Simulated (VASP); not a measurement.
Here is a VASP 6.6.1 calculation.

The input INCAR:

```
SYSTEM = Li
PREC = Accurate
ENCUT = 600
EDIFF = 1E-6
ISMEAR = -1
SIGMA = 0.1
LREAL = .False.
LASPH = .True.
NELM = 150
ALGO = Normal
ISIF = 8
LWAVE = .False.
LCHARG = .False.
ISPIN = 2
MAGMOM = 0 0
LORBIT = 11
GGA = PE
IBRION = 2
NSW = 80
EDIFFG = -0.01
```

Contents of KPOINTS:

```
regular mesh
0
Gamma
  12 12 12
  0 0 0
```

File POSCAR:

```
Li
1.0
    3.5100000000      0.0000000000      0.0000000000
    0.0000000000      3.5100000000      0.0000000000
    0.0000000000      0.0000000000      3.5100000000
Li
2
Direct
    0.0000000000      0.0000000000      0.0000000000
    0.5000000000      0.5000000000      0.5000000000
```

Potentials or basis: VASP PAW PBE potentials, release 64 (Li_sv).

The run is started by

```console
$ cat potpaw_PBE.64/Li_sv/POTCAR > POTCAR
$ mpirun -np 1 vasp_std > vasp.out
```

Problem. Estimate the band gap on the k mesh.

Solution. Zero (filled and empty bands overlap).

Problem. Predict the relaxed cell.

Solution. a = 3.423 Å, b = 3.423 Å, c = 3.423 Å, α = 90.00°, β = 90.00°, γ = 90.00°.

Problem. Estimate the net moment.

Solution. 0.00 μB per cell.

Problem. What does it give for the relaxed volume?

Solution. 20.06 Å³/atom.

The path:
```csv
step,energy change (eV),largest force (eV/Å),pressure (GPa),volume (Å³)
1,0.0000,0.0000,-0.89,43.24
2,-0.0037,0.0000,-0.70,42.50
3,-0.0089,0.0000,-0.16,40.61
4,-0.0091,0.0000,0.01,40.12
```

Caveat: the cutoff is under 1.25 times the usual one of these potentials, so pressure, stress and relaxed cells hold a basis-set (Pulay) error.
